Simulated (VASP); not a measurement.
Wanted: the native input for a VASP 6.6.1 run.

```
Task                   : relaxation of cell and atoms
Functional             : PBE
Potentials or basis    : VASP PAW PBE potentials, release 64 (Hf_pv, N)
Cutoff                 : 600 eV
k mesh                 : 6 × 6 × 6
Occupations            : gaussian, width 0.1 eV
Spin                   : no spin polarisation
Dipole correction      : no
Further INCAR settings : ALGO = Normal; EDIFF = 1e-06; IBRION = 2; EDIFFG = -0.04; NSW = 90; ISIF = 3
```

The structure of HfN lies in POSCAR:

```
HfN
1.0
    3.2030798800      0.0000000000      0.0000000000
    0.0000000000      3.2030798800      0.0000000000
    0.0000000000      0.0000000000      3.2030798800
Hf N
1 1
Direct
    0.0000000000      0.0000000000      0.0000000000
    0.5000000000      0.5000000000      0.5000000000
```

The input as run:

INCAR

```
SYSTEM = HfN
PREC = Accurate
ENCUT = 600
EDIFF = 1E-6
ISMEAR = 0
SIGMA = 0.1
LREAL = .FALSE.
LASPH = .TRUE.
NELM = 60
ALGO = Normal
ISIF = 3
LWAVE = .FALSE.
LCHARG = .FALSE.
GGA = PE
IBRION = 2
NSW = 90
EDIFFG = -0.04
```

KPOINTS

```
regular mesh
0
G
  6 6 6
  0 0 0
```

Potentials or basis: VASP PAW PBE potentials, release 64 (Hf_pv, N).

Command:

```console
$ cat potpaw_PBE.64/Hf_pv/POTCAR potpaw_PBE.64/N/POTCAR > POTCAR
$ mpirun -np 1 vasp_std > vasp.out
```

Results of the run:

The relaxed volume is 11.18 Å³/atom. The relaxed cell is a = 2.817 Å, b = 2.817 Å, c = 2.817 Å, α = 90.00°, β = 90.00°, γ = 90.00° and the space group after relaxing (to 0.05 Å) is Pm-3m (No. 221). The energy gained by relaxing is 917.1 meV/atom and the ionic steps are 7. The pressure after relaxing is 0.0 GPa.

Caveat: the volume moved by over 15 % at a fixed basis, so the end points are rough.

Run time: 37 s on 1 thread of Intel(R) Xeon(R) Platinum 8488C (Sapphire Rapids), with other jobs on the host, peak memory 0.17 GiB.
